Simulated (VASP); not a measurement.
Write the native input for VASP 6.6.1 that does the following.

| Property | Result |
| --- | --- |
| Task | relaxation of shape and atoms at fixed volume |
| Functional | r2SCAN |
| Potentials or basis | VASP PAW PBE potentials, release 64 (B, As) |
| Cutoff | 600 eV |
| k mesh | 6 × 6 × 6 |
| Occupations | gaussian, width 0.02 eV |
| Spin | no spin polarisation |
| Dipole correction | no |
| Further INCAR settings | ALGO = Normal; EDIFF = 1e-06; IBRION = 2; EDIFFG = -0.01; NSW = 50; ISIF = 4 |

Crystal: B6As.

```
B As
1.0
     3.15981    1.82432    4.10693
    -3.15981    1.82432    4.10693
     0.00000   -3.64863    4.10693
B As
12 2
Direct
  0.01382 0.01382 0.32443
  0.01382 0.32443 0.01382
  0.82236 0.27174 0.82236
  0.82236 0.82236 0.27174
  0.27174 0.82236 0.82236
  0.72826 0.17764 0.17764
  0.17764 0.72826 0.17764
  0.17764 0.17764 0.72826
  0.98618 0.67557 0.98618
  0.98618 0.98618 0.67557
  0.67557 0.98618 0.98618
  0.32443 0.01382 0.01382
  0.60005 0.60005 0.60005
  0.39995 0.39995 0.39995
```

One way to write it, as run:

POSCAR

```
B6As
1.0
    3.1598065497      1.8243151621      4.1069263954
   -3.1598065497      1.8243151621      4.1069263954
    0.0000000000     -3.6486303241      4.1069263954
B As
12 2
Direct
    0.0138243008      0.0138243008      0.3244266208
    0.0138243008      0.3244266208      0.0138243008
    0.8223628415      0.2717414181      0.8223628415
    0.8223628415      0.8223628415      0.2717414181
    0.2717414181      0.8223628415      0.8223628415
    0.7282585819      0.1776371585      0.1776371585
    0.1776371585      0.7282585819      0.1776371585
    0.1776371585      0.1776371585      0.7282585819
    0.9861756992      0.6755733792      0.9861756992
    0.9861756992      0.9861756992      0.6755733792
    0.6755733792      0.9861756992      0.9861756992
    0.3244266208      0.0138243008      0.0138243008
    0.6000495787      0.6000495787      0.6000495787
    0.3999504213      0.3999504213      0.3999504213
```

INCAR.step1

```
PREC = Accurate
ENCUT = 600
ISMEAR = 0
SIGMA = 0.02
LREAL = F
LASPH = T
NELM = 100
GGA = PE
ALGO = Normal
EDIFF = 1E-4
LWAVE = T
LCHARG = F
```

INCAR.step2

```
PREC = Accurate
ENCUT = 600
EDIFF = 1E-6
ISMEAR = 0
SIGMA = 0.02
LREAL = F
LASPH = T
NELM = 100
ALGO = Normal
ISIF = 4
LWAVE = F
LCHARG = F
METAGGA = R2SCAN
LMIXTAU = T
IBRION = 2
NSW = 50
EDIFFG = -0.01
ISTART = 1
```

KPOINTS

```
regular mesh
0
Gamma
  6 6 6
```

Potentials or basis: VASP PAW PBE potentials, release 64 (B, As).

Command:

```sh
$ cat potpaw_PBE.64/B/POTCAR potpaw_PBE.64/As/POTCAR > POTCAR
$ cp INCAR.step1 INCAR
$ mpirun -np 1 vasp_std > vasp.out
$ cp INCAR.step2 INCAR
$ mpirun -np 1 vasp_std > vasp.out
```

Results of the run:

```yaml
Energy_gained_by_relaxing: 0.4 meV/atom
Ionic_steps: 6
Pressure_after_relaxing: -15.1 GPa
Band_gap_on_the_k_mesh: 2.32 eV
```

Caveat: the PAW data sets were made with another functional, which shifts forces and pressure a little.

Run time: 34 min on 1 thread of Oxide Virtual Turin-like Processor (shared host), peak memory 0.41 GiB.
